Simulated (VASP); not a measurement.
# Pb in VASP: single point with RPBE

Aim: the single point of Pb with RPBE.

Program: VASP 6.6.1. These are calculated values, not measurements. Logs are shortened: lines on timing, memory, paths and dates and some standing lists are left out, and cuts for length are marked.

### 1 The cell of the first run

The typed cell holds 1 atom: a = 3.542 Å, b = 3.542 Å, c = 3.541 Å, α = 97.65°, β = 115.67°, γ = 115.71°.

### 2 Single point, RPBE, collinear spin, zero start

Contents of INCAR:

```
SYSTEM = Pb
  ALGO = Normal
  EDIFF = 1E-6
  ENCUT = 520
  GGA = RP
  ISIF = 2
  ISMEAR = -1
  ISPIN = 2
  LASPH = .True.
  LCHARG = .False.
  LORBIT = 11
  LREAL = .False.
  LWAVE = .False.
  MAGMOM = 0
  NBANDS = 17
  NELM = 150
  PREC = Accurate
  SIGMA = 0.1
```

Contents of KPOINTS:

```
k-points
0
Gamma
  7 7 7
  0 0 0
```

Contents of POSCAR:

```
Pb
1.0
   -2.3318354368      1.8862499735      1.8839685964
    2.3311766448     -1.8861381630      1.8851099525
    2.3323969401      1.8847093851     -1.8838725589
Pb
1
Direct
    0.0000000000      0.0000000000      0.0000000000
```

Potentials or basis: VASP PAW PBE potentials, release 64 (Pb_d).

Started as:

```
$ cat potpaw_PBE.64/Pb_d/POTCAR > POTCAR
$ mpirun -np 1 vasp_std > vasp.out
```

OUTCAR:

```text
SYSTEM = Pb
   EDIFF = 1E-6
   ENCUT = 520
   GGA = RP
   ISIF = 2
   ISMEAR = -1
   ISPIN = 2
   LASPH = .True.
   LORBIT = 11
   LREAL = .False.
   NELM = 150
   PREC = Accurate

 ion  position               nearest neighbor table
   1  0.000  0.000  0.000-

  LATTYP: Found a triclinic cell.
 ALAT       =     3.5418544774
 B/A-ratio  =     1.0646850190
 C/A-ratio  =     1.0641539996
 COS(alpha) =     0.0000551068
 COS(beta)  =     0.5320467323
 COS(gamma) =     0.5324754954

  Lattice vectors:

 A1 = (   2.3318354368,  -1.8862499735,  -1.8839685964)
 A2 = (  -0.0005615033,  -3.7709593586,  -0.0000960375)
 A3 = (   0.0006587920,  -0.0001118105,  -3.7690785489)

Analysis of symmetry for initial positions (statically):
=====================================================================
 Subroutine PRICEL returns:
 Original cell was already a primitive cell.

 Routine SETGRP: Setting up the symmetry group for a
 triclinic supercell.

 Subroutine GETGRP returns: Found  2 space group operations
 (whereof  2 operations were pure point group operations)
 out of a pool of  2 trial point group operations.

The static configuration has the point symmetry S_2 .

Analysis of symmetry for dynamics (positions and initial velocities):
=====================================================================
 Subroutine PRICEL returns:
 Original cell was already a primitive cell.

 Routine SETGRP: Setting up the symmetry group for a
 triclinic supercell.

 Subroutine GETGRP returns: Found  2 space group operations
 (whereof  2 operations were pure point group operations)
 out of a pool of  2 trial point group operations.

The dynamic configuration has the point symmetry S_2 .

Analysis of structural, dynamic, and magnetic symmetry:
=====================================================================
 Subroutine PRICEL returns:
 Original cell was already a primitive cell.

 Routine SETGRP: Setting up the symmetry group for a
 triclinic supercell.

 Subroutine GETGRP returns: Found  2 space group operations
 (whereof  2 operations were pure point group operations)
 out of a pool of  2 trial point group operations.

The overall configuration has the point symmetry S_2 .

 Subroutine INISYM returns: Found  2 space group operations
 (whereof  2 operations are pure point group operations),
 and found     1 'primitive' translations

----------------------------------------------------------------------------------------

                                     Primitive cell

  volume of cell :      33.1418

  direct lattice vectors                    reciprocal lattice vectors
    -2.331835437  1.886249974  1.883968596     0.000010848  0.265177749  0.265308973
     2.331176645 -1.886138163  1.885109952     0.214357419 -0.000038676  0.265354306
     2.332396940  1.884709385 -1.883872559     0.214509065  0.265152566  0.000029628

  length of vectors
     3.541854477  3.541968556  3.541352958     0.375110770  0.341118765  0.341057213

  position of ions in fractional coordinates (direct lattice)
     0.000000000  0.000000000  0.000000000

  ion indices of the primitive-cell ions
   primitive index   ion index
                 1           1

----------------------------------------------------------------------------------------

 KPOINTS: k-points

Automatic generation of k-mesh.
 Grid dimensions read from file:
 generate k-points for:    7    7    7

 Generating k-lattice:

  Cartesian coordinates                     Fractional coordinates (reciprocal lattice)
     0.000001550  0.037882536  0.037901282     0.142857143  0.000000000  0.000000000
     0.030622488 -0.000005525  0.037907758     0.000000000  0.142857143  0.000000000
     0.030644152  0.037878938  0.000004233    -0.000000000  0.000000000  0.142857143

  Length of vectors
     0.053587253  0.048731252  0.048722459

  Shift w.r.t. Gamma in fractional coordinates (k-lattice)
     0.000000000  0.000000000  0.000000000

 Subroutine IBZKPT returns following result:
 ===========================================

 Found    172 irreducible k-points:

 Following reciprocal coordinates:
            Coordinates               Weight
  0.000000  0.000000  0.000000      1.000000
  0.142857  0.000000  0.000000      2.000000
  0.285714  0.000000  0.000000      2.000000
  0.428571  0.000000  0.000000      2.000000
  0.000000  0.142857  0.000000      2.000000
  0.142857  0.142857  0.000000      2.000000
[... 16 lines left out ...]
 -0.428571  0.428571 -0.000000      2.000000
 -0.285714  0.428571 -0.000000      2.000000
 [... further k-points ...]
   k-points           NKPTS =    172   k-points in BZ     NKDIM =    172   number of bands    NBANDS=     17
   number of dos      NEDOS =    301   number of ions     NIONS =      1
   total plane-waves  NPLWV =  21952
   dimension x,y,z NGX =    28 NGY =   28 NGZ =   28
   dimension x,y,z NGXF=    56 NGYF=   56 NGZF=   56
   ions per type =               1
   NGX,Y,Z   is equivalent  to a cutoff of  13.14, 13.14, 13.14 a.u.
   NGXF,Y,Z  is equivalent  to a cutoff of  26.29, 26.28, 26.29 a.u.
 SYSTEM =  Pb
   PREC   = accura    normal or accurate (medium, high low for compatibility)
   ISTART =      0    job   : 0-new  1-cont  2-samecut
   ICHARG =      2    charge: 1-file 2-atom 10-const
   ISPIN  =      2    spin polarized calculation?
   LNONCOLLINEAR =      F non collinear calculations
   LSORBIT =      F    spin-orbit coupling
   LASPH  =      T    aspherical Exc in radial PAW
   ENCUT  =  520.0 eV  38.22 Ry    6.18 a.u.   6.59  6.59  6.58*2*pi/ulx,y,z
   NELM   =    150;   NELMIN=  2; NELMDL= -5     # of ELM steps
   EDIFF  = 0.1E-05   stopping-criterion for ELM
   LREAL  =      F    real-space projection
   EDIFFG = 0.1E-04   stopping-criterion for IOM
   NSW    =      0    number of steps for IOM
   IBRION =     -1    ionic relax: 0-MD 1-quasi-New 2-CG
   NFREE  =      0    steps in history (QN), initial steepest desc. (CG)
   ISIF   =      2    stress and relaxation
   ISYM   =      2    0-nonsym 1-usesym 2-fastsym
   POTIM  = 0.5000    time-step for ionic-motion
   TEBEG  =    0.0;   TEEND  =   0.0 temperature during run
   PSTRESS=    0.0 pullay stress
   NELECT =      14.0000    total number of electrons
   NUPDOWN=      -1.0000    fix difference up-down
   EMIN   =  10.00;   EMAX   =-10.00  energy-range for DOS
   EFERMI =   0.00;   METHOD = LEGACY
   ISMEAR =    -1;   SIGMA  =   0.10  broadening in eV -4-tet -1-fermi 0-gaus
   EFERMI_NEDOS =   21; number of points for ismear=-14 and -15
   IALGO  =     38    algorithm
   IMIX   =      4    mixing-type and parameters
     AMIX     =   0.40;   BMIX     =  1.00
     AMIX_MAG =   1.60;   BMIX_MAG =  1.00
  volume/ion in A,a.u.               =      33.14       223.65
  Fermi-wavevector in a.u.,A,eV,Ry     =   1.228360  2.321263 20.529387  1.508867
  Thomas-Fermi vector in A             =   2.363288
   LORBIT       =     11    0 simple, 1 ext, 2 COOP (PROOUT), +10 PAW based schemes
   GGA     = RP    functional components
   LHFCALC =     F    Hartree Fock is set to
   AEXX    =    0.0000 exact exchange contribution
   IVDW    =     0    specifies the selected vdW correction
   LEPSILON=     F    determine dielectric tensor
   LRPA    =     F    only Hartree local field effects (RPA)
 spin polarized calculation
  energy-cutoff  :      520.00
  volume of cell :       33.14
 maximum number of plane-waves:       903
   NGX = 13   NGY = 13   NGZ = 13

 number of electron      14.0000002 magnetization      -0.0000262

 number of electron      14.0000002 magnetization       0.0000104

 Free energy of the ion-electron system (eV)
  ---------------------------------------------------
  ext. energy  EPLUGINS =         0.00000000
  ---------------------------------------------------
  free energy    TOTEN  =        -3.20284976 eV

  energy without entropy =       -3.19216113  energy(sigma->0) =       -3.19750545

 E-fermi :   6.5948     XC(G=0):  -9.6639

 val. band max:        6.3896693410   @ k =  -0.4286  -0.4286   0.4286
 cond. band min:       6.6385390936   @ k =  -0.2857  -0.1429   0.1429
 fundamental gap:      0.2488697526
 Fermi energy:         6.5947587552

 spin component 1

 k-point     1 :       0.0000    0.0000    0.0000
  band No.  band energies     occupation
      1     -10.6754      1.00000
      2     -10.6750      1.00000
      3     -10.5954      1.00000
      4     -10.5696      1.00000
      5     -10.4931      1.00000
      6      -4.7237      1.00000
[... 9 lines left out ...]
     16      19.0780      0.00000
     17      21.9861      0.00000

 k-point     2 :       0.1429    0.0000    0.0000
  band No.  band energies     occupation
      1     -10.6938      1.00000
      2     -10.6216      1.00000
      3     -10.5999      1.00000
      4     -10.5487      1.00000
      5     -10.4947      1.00000
      6      -4.2889      1.00000
[... 9 lines left out ...]
     16      20.6817      0.00000
     17      22.3157      0.00000
[... 421 lines left out ...]
 k-point    24 :      -0.2857    0.4286   -0.0000
  band No.  band energies     occupation
      1     -10.6608      1.00000
      2     -10.6346      1.00000
      3     -10.5617      1.00000
      4     -10.5090      1.00000
      5     -10.4582      1.00000
      6      -2.4872      1.00000
[... 9 lines left out ...]
     16      25.0555      0.00000
     17      26.2033      0.00000

 [... further k-points ...]

 spin component 2

 k-point     1 :       0.0000    0.0000    0.0000
  band No.  band energies     occupation
      1     -10.6754      1.00000
      2     -10.6751      1.00000
      3     -10.5954      1.00000
      4     -10.5696      1.00000
      5     -10.4931      1.00000
      6      -4.7237      1.00000
[... 9 lines left out ...]
     16      19.0781      0.00000
     17      21.9865      0.00000

 k-point     2 :       0.1429    0.0000    0.0000
  band No.  band energies     occupation
      1     -10.6938      1.00000
      2     -10.6216      1.00000
      3     -10.5999      1.00000
      4     -10.5487      1.00000
      5     -10.4947      1.00000
      6      -4.2889      1.00000
[... 9 lines left out ...]
     16      20.6817      0.00000
     17      22.3158      0.00000
[... 421 lines left out ...]
 k-point    24 :      -0.2857    0.4286   -0.0000
  band No.  band energies     occupation
      1     -10.6608      1.00000
      2     -10.6347      1.00000
      3     -10.5618      1.00000
      4     -10.5090      1.00000
      5     -10.4582      1.00000
      6      -2.4872      1.00000
[... 9 lines left out ...]
     16      25.0555      0.00000
     17      26.2033      0.00000

 [... further k-points ...]
[... 5 lines left out ...]
  --------------------------------------------------------------------------------------
  -------------------------------------------------------------------------------------
  Total       -0.0137897     -0.0171771     -0.0158575      0.0010072     -0.0001998     -0.0005671
  in kB       -0.6666368     -0.8303953     -0.7666026      0.0486924     -0.0096592     -0.0274173
  external PRESSURE =      -0.7545449 kB  Pullay stress =       0.0000000 kB

 VOLUME and BASIS-vectors are now :
 -----------------------------------------------------------------------------
  energy-cutoff  :      520.00
  volume of cell :       33.14
      direct lattice vectors                 reciprocal lattice vectors
    -2.331835437  1.886249974  1.883968596     0.000010848  0.265177749  0.265308973
     2.331176645 -1.886138163  1.885109952     0.214357419 -0.000038676  0.265354306
     2.332396940  1.884709385 -1.883872559     0.214509065  0.265152566  0.000029628

 POSITION                                       TOTAL-FORCE (eV/Angst)
 -----------------------------------------------------------------------------------
      0.00000      0.00000      0.00000         0.000000     -0.000000      0.000000
 -----------------------------------------------------------------------------------
    total drift:                               -0.000000     -0.000000     -0.000000

  FREE ENERGIE OF THE ION-ELECTRON SYSTEM (eV)
  ---------------------------------------------------
  free  energy   TOTEN  =        -3.2028497620 eV

  energy  without entropy=       -3.1921611331  energy(sigma->0) =       -3.19750545

 total charge

# of ion       s       p       d       tot
------------------------------------------
    1        1.408   0.708   9.808  11.924

 magnetization (x)

# of ion       s       p       d       tot
------------------------------------------
    1       -0.000  -0.000   0.000  -0.000
```

Run time: 4.3 min. Hardware: 1 thread of Intel Xeon 8259CL, shared host; peak memory 0.27 GiB.

Results:

| Quantity | Value |
| --- | --- |
| Free energy | -3.2028 eV |
| Pressure | -0.1 GPa |
| Band gap on the k mesh | zero (filled and empty bands overlap) |
| Net moment | 0.00 μB per cell |
| Valence electrons inside the program's atomic spheres | Pb 11.92 |

Caveat: the PAW data sets were made with another functional, which shifts forces and pressure a little; spin-orbit coupling is left out, which moves the levels of the heavy elements.
